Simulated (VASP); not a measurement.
# Si2W (C222) in VASP: a series of runs, part 2 of 2

VASP 6.6.1. The steps go on from the part before.

## 3. Single point, PBEsol (strain +0.0500 x Voigt [1, 0, 0, 0, 0, 0])

Contents of INCAR:

```
SYSTEM = Si2W
  ALGO = Normal
  EDIFF = 1E-6
  ENCUT = 520
  GGA = PS
  ISIF = 2
  ISMEAR = 0
  LASPH = .True.
  LCHARG = .False.
  LREAL = .False.
  LWAVE = .False.
  NBANDS = 43
  NELM = 100
  PREC = Accurate
  SIGMA = 0.15
```

Contents of KPOINTS:

```
k-points
0
Gamma
  12 12 6
  0 0 0
```

Contents of POSCAR:

```
Si2W
1.0
    4.8048909318      0.0000000000      0.0000000000
   -2.4024454659      3.9630072470      0.0000000000
    0.0000000000      0.0000000000      6.6033074698
Si W
6 3
Direct
    0.8361793875      0.6723587749      0.5000000000
    0.1638206125      0.8361793875      0.8333333333
    0.6723587749      0.8361793875      0.1666666667
    0.1638206125      0.3276412251      0.5000000000
    0.8361793875      0.1638206125      0.8333333333
    0.3276412251      0.1638206125      0.1666666667
    0.0000000000      0.5000000000      0.1666666667
    0.5000000000      0.5000000000      0.8333333333
    0.5000000000      0.0000000000      0.5000000000
```

Potentials or basis: VASP PAW PBE potentials, release 64 (Si, W_sv).

Run with:

```bash
> cat potpaw_PBE.64/Si/POTCAR potpaw_PBE.64/W_sv/POTCAR > POTCAR
> mpirun -np 1 vasp_std > vasp.out
```

OUTCAR:

```text
SYSTEM = Si2W
   EDIFF = 1E-6
   ENCUT = 520
   GGA = PS
   ISIF = 2
   ISMEAR = 0
   LASPH = .True.
   LREAL = .False.
   NELM = 100
   PREC = Accurate

 ion  position               nearest neighbor table
   1  0.836  0.672  0.500-   2 2.58   3 2.58   4 2.60   7 2.60   8 2.60   9 2.66   9 2.73   9 2.73
                             4 2.76   4 2.76
   2  0.164  0.836  0.833-   6 2.56   7 2.57   1 2.58   9 2.60   8 2.63   5 2.66   5 2.69   8 2.73
                             8 2.77   5 2.77
   3  0.672  0.836  0.167-   5 2.56   8 2.57   1 2.58   9 2.60   7 2.63   6 2.66   6 2.69   7 2.73
                             7 2.77   6 2.77
   4  0.164  0.328  0.500-   5 2.58   6 2.58   1 2.60   7 2.60   8 2.60   9 2.66   9 2.73   9 2.73
                             1 2.76   1 2.76
   5  0.836  0.164  0.833-   3 2.56   7 2.57   4 2.58   9 2.60   8 2.63   2 2.66   2 2.69   8 2.73
                             8 2.77   2 2.77
   6  0.328  0.164  0.167-   2 2.56   8 2.57   4 2.58   9 2.60   7 2.63   3 2.66   3 2.69   7 2.73
                             7 2.77   3 2.77
   7  0.000  0.500  0.167-   2 2.57   5 2.57   4 2.60   1 2.60   6 2.63   3 2.63   6 2.73   3 2.73
                             3 2.77   6 2.77   9 3.20   9 3.20   8 3.26   8 3.26
   8  0.500  0.500  0.833-   3 2.57   6 2.57   4 2.60   1 2.60   5 2.63   2 2.63   2 2.73   5 2.73
                             5 2.77   2 2.77   9 3.20   9 3.20   7 3.26   7 3.26
   9  0.500  0.000  0.500-   3 2.60   6 2.60   5 2.60   2 2.60   1 2.66   4 2.66   4 2.73   1 2.73
                             1 2.73   4 2.73   7 3.20   8 3.20   8 3.20   7 3.20

  Warning from LATTYP: Monoclinic adjustment (A1->A3, A2->A1, A3->A2)!
  LATTYP: Found a base centered orthorhombic cell.
 ALAT       =     4.8048909318
 B/A-ratio  =     1.6495721977
 C/A-ratio  =     1.3742887328

  Lattice vectors:

 A1 = (   2.4024454659,  -3.9630072470,   0.0000000000)
 A2 = (   2.4024454659,   3.9630072470,   0.0000000000)
 A3 = (   0.0000000000,   0.0000000000,   6.6033074698)

Analysis of symmetry for initial positions (statically):
=====================================================================
 Subroutine PRICEL returns:
 Original cell was already a primitive cell.

 Routine SETGRP: Setting up the symmetry group for a
[... 165 lines left out ...]
 non-spin polarized calculation
 Gauss-broadening in eV      SIGMA  =   0.15
  energy-cutoff  :      520.00
  volume of cell :      125.74
 maximum number of plane-waves:      3413
   NGX = 17   NGY = 17   NGZ = 25

 number of electron      65.9999995 magnetization

 Free energy of the ion-electron system (eV)
  ---------------------------------------------------
  ext. energy  EPLUGINS =         0.00000000
  ---------------------------------------------------
  free energy    TOTEN  =       -78.96015563 eV

  energy without entropy =      -78.95137794  energy(sigma->0) =      -78.95576679

 E-fermi :  11.8859     XC(G=0): -12.4331

 val. band max:       11.8714717234   @ k =   0.5000   0.0833   0.5000
 cond. band min:      11.9099965103   @ k =   0.4167   0.0833   0.5000
 fundamental gap:      0.0385247868
 Fermi energy:        11.8858890540

 k-point     1 :       0.0000    0.0000    0.0000
  band No.  band energies     occupation
      1     -62.4620      2.00000
      2     -62.3977      2.00000
      3     -62.3922      2.00000
      4     -26.7979      2.00000
      5     -26.7800      2.00000
      6     -26.7720      2.00000
[... 1093 lines left out ...]
     42      14.8751      0.00000
     43      15.1983      0.00000

 [... further k-points ...]

------------------------ aborting loop because EDIFF is reached ----------------------------------------

  FORCE on cell =-STRESS in cart. coord.  units (eV):
  Direction    XX          YY          ZZ          XY          YZ          ZX
  --------------------------------------------------------------------------------------
  -------------------------------------------------------------------------------------
  Total      -14.1113258     -2.3715482     -5.0666512      0.0000000      0.0000000      0.0000000
  in kB     -179.8077804    -30.2184799    -64.5597250      0.0000000      0.0000000      0.0000000
  external PRESSURE =     -91.5286618 kB  Pullay stress =       0.0000000 kB

 VOLUME and BASIS-vectors are now :
 -----------------------------------------------------------------------------
  energy-cutoff  :      520.00
  volume of cell :      125.74
      direct lattice vectors                 reciprocal lattice vectors
     4.804890932  0.000000000  0.000000000     0.208121269  0.126166814  0.000000000
    -2.402445466  3.963007247  0.000000000     0.000000000  0.252333629  0.000000000
     0.000000000  0.000000000  6.603307470     0.000000000  0.000000000  0.151439260

 POSITION                                       TOTAL-FORCE (eV/Angst)
 -----------------------------------------------------------------------------------
      2.40245      2.66456      3.30165        -0.000000     -0.085272      0.000000
     -1.22174      3.31378      5.50276        -0.034716      0.056767      0.018628
      1.22174      3.31378      1.10055         0.034716      0.056767     -0.018628
     -0.00000      1.29844      3.30165        -0.000000      0.085272      0.000000
      3.62418      0.64922      5.50276         0.034716     -0.056767      0.018628
      1.18071      0.64922      1.10055        -0.034716     -0.056767     -0.018628
     -1.20122      1.98150      1.10055        -0.000000      0.000000      0.041402
      1.20122      1.98150      5.50276        -0.000000      0.000000     -0.041402
      2.40245      0.00000      3.30165        -0.000000      0.000000      0.000000
 -----------------------------------------------------------------------------------
    total drift:                               -0.000000     -0.000000     -0.000000

  FREE ENERGIE OF THE ION-ELECTRON SYSTEM (eV)
  ---------------------------------------------------
  free  energy   TOTEN  =       -78.9601556331 eV

  energy  without entropy=      -78.9513779435  energy(sigma->0) =      -78.95576679
```

OSZICAR:

```text
N       E                     dE             d eps       ncg     rms          rms(c)
DAV:   1     0.622505541812E+03    0.62251E+03   -0.35023E+04 15488   0.156E+03
DAV:   2    -0.420794204219E+02   -0.66458E+03   -0.64233E+03 15728   0.443E+02
DAV:   3    -0.805557232731E+02   -0.38476E+02   -0.37137E+02 18669   0.971E+01
DAV:   4    -0.815795748251E+02   -0.10239E+01   -0.10091E+01 18280   0.145E+01
DAV:   5    -0.815991792962E+02   -0.19604E-01   -0.19550E-01 18381   0.217E+00    0.416E+01
DAV:   6    -0.793645766744E+02    0.22346E+01   -0.12178E+01 17988   0.166E+01    0.140E+01
DAV:   7    -0.790568883331E+02    0.30769E+00   -0.15260E+00 17398   0.517E+00    0.755E+00
DAV:   8    -0.789657623588E+02    0.91126E-01   -0.24996E-01 17743   0.328E+00    0.693E-01
DAV:   9    -0.789613837993E+02    0.43786E-02   -0.34117E-02 18889   0.121E+00    0.402E-01
DAV:  10    -0.789603876749E+02    0.99612E-03   -0.35498E-03 18436   0.479E-01    0.240E-01
DAV:  11    -0.789601713890E+02    0.21629E-03   -0.92443E-04 17702   0.198E-01    0.606E-02
DAV:  12    -0.789601623864E+02    0.90026E-05   -0.52842E-05 17997   0.488E-02    0.308E-02
DAV:  13    -0.789601559402E+02    0.64462E-05   -0.23549E-05 18567   0.284E-02    0.520E-03
DAV:  14    -0.789601556331E+02    0.30705E-06   -0.16518E-06 11497   0.666E-03
   1 F= -.78960156E+02 E0= -.78955767E+02  d E =-.877769E-02
```

stdout:

```text
POSCAR found type information on POSCAR SiW
 POSCAR found :  2 types and       9 ions
 scaLAPACK will be used
 -----------------------------------------------------------------------------
|                                                                             |
|                                                                             |
|     You enforced a specific xc type in the INCAR file but a different       |
|     I HOPE YOU KNOW WHAT YOU ARE DOING!                                     |
|                                                                             |
 -----------------------------------------------------------------------------

 LDA part: xc-table for (Slater+PW92), standard interpolation
 POSCAR, INCAR and KPOINTS ok, starting setup
 FFT: planning ... GRIDC
 FFT: planning ... GRID_SOFT
 FFT: planning ... GRID
 WAVECAR not read
 entering main loop
```

Wall time 5.2 min (1 thread of Intel Xeon 6975P-C (Granite Rapids), shared host); peak memory 0.74 GiB.

What came out:

```yaml
Free_energy: -78.9602 eV
Pressure: -9.2 GPa
Largest_force: 0.085 eV/Å
Band_gap_on_the_k_mesh: zero (bands 33 and 34 overlap by 0.08 eV)
```

Forces on the atoms (eV/Å):
```
Si   0.000 -0.085  0.000
Si  -0.035  0.057  0.019
Si   0.035  0.057 -0.019
Si   0.000  0.085  0.000
Si   0.035 -0.057  0.019
Si  -0.035 -0.057 -0.019
W    0.000  0.000  0.041
W    0.000  0.000 -0.041
W    0.000  0.000  0.000
```

Stress tensor (GPa, compression positive):
```
-17.98   0.00   0.00
  0.00  -3.02   0.00
  0.00   0.00  -6.46
```

Caveat: the cell differs from its parent crystal (strain +0.0500 x Voigt [1, 0, 0, 0, 0, 0]); the cell stands under tension; the PAW data sets were made with another functional, which shifts forces and pressure a little; spin-orbit coupling is left out, which moves the levels of the heavy elements.
